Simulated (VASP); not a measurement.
**Cr: single point with PBE**

Cr:

```
Cr
1.0
     2.84822    0.00000    0.00000
     0.00000    2.84822    0.00000
     0.00000    0.00000    2.84822
Cr
2
Direct
  0.00000 0.00000 0.00000
  0.50000 0.50000 0.50000
```

- Program: VASP 6.6.1
- Task: single point
- Functional: PBE
- Potentials or basis: VASP PAW PBE potentials, release 64 (Cr_pv)
- Cutoff: 520 eV
- k mesh: 12 × 12 × 12
- Occupations: gaussian, width 0.05 eV
- Spin: collinear spin, ferromagnetic start
- Starting moments: [2.0, 2.0] μB
- Dipole correction: no
- Further INCAR settings: ALGO = Normal; EDIFF = 1e-07; NBANDS = 23

```
Pressure                                              : -0.7 GPa
Band gap on the k mesh                                : zero (filled and empty bands overlap)
Net moment                                            : 0.00 μB per cell
Valence electrons inside the program's atomic spheres : Cr 11.06
```

Levels at points of the mesh, in eV from the Fermi level:
Spin up:
| k point | band 10 | band 11 | band 12 | band 13 | band 14 | band 15 |
| --- | --- | --- | --- | --- | --- | --- |
| (0.00, 0.00, 0.00) | -0.97 | -0.97 | -0.97 | 1.08 | 1.08 | 2.38 |
| (0.50, 0.00, 0.00) | -1.87 | -0.47 | -0.47 | -0.47 | -0.47 | 0.62 |
| (0.50, 0.50, 0.00) | -2.52 | 1.05 | 1.05 | 1.08 | 1.08 | 1.42 |
| (0.50, 0.50, 0.50) | -2.39 | -2.39 | -2.39 | 1.48 | 1.48 | 1.48 |
Spin down:
```tsv
k point	band 10	band 11	band 12	band 13	band 14	band 15
(0.00, 0.00, 0.00)	-0.97	-0.97	-0.97	1.08	1.08	2.38
(0.50, 0.00, 0.00)	-1.87	-0.47	-0.47	-0.47	-0.47	0.62
(0.50, 0.50, 0.00)	-2.52	1.05	1.05	1.08	1.08	1.42
(0.50, 0.50, 0.50)	-2.39	-2.39	-2.39	1.48	1.48	1.48
```

It took 53 s on 1 thread of Intel(R) Xeon(R) Platinum 8259CL CPU @ 2.50GHz (Skylake/Cascade Lake) (shared host), peak memory 0.19 GiB.

Caveat: the starting moments collapsed, and a magnetic state may lie lower.
